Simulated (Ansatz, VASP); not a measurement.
# Two plane-wave programs on Ca

```
CELL_PARAMETERS angstrom
0.00000 2.79420 2.79420
2.94090 0.00000 2.79420
2.94090 2.79420 0.00000
ATOMIC_POSITIONS crystal
Ca 0.00000 0.00000 0.00000
```

Change from the starting cell: strain +0.0525 x Voigt [1, 0, 0, 0, 0, 0], atoms carried along.

Alike in both runs: task single point; functional PBEsol; k mesh 14 × 14 × 14; occupations gaussian, width 0.15 eV; no spin polarisation.

|  | VASP | Ansatz |
| --- | --- | --- |
| version | VASP 6.6.1 | Ansatz 0.2.0 |
| potentials or method | VASP PAW PBE potentials, release 64 (Ca_sv), cutoff 520 eV | scalar-relativistic, plane waves, PAW |
| valence electrons in the cell | 10 | 10 |

|  | VASP | Ansatz | Ansatz less VASP |
| --- | --- | --- | --- |
| gap on the k mesh at the Fermi level (eV) | none | none | - |
| pressure (GPa) | -1.8 | -1.8 | -0.01 |
| traceless stress, the component that is largest in VASP (GPa) | -0.32 | -0.32 | 0.000 |

VASP's potentials were made for PBE, not for PBEsol. A gap of «none» marks a metal or a gap that the smearing closes. The functional is the same, so the differences come from potentials, cutoffs and numerics.
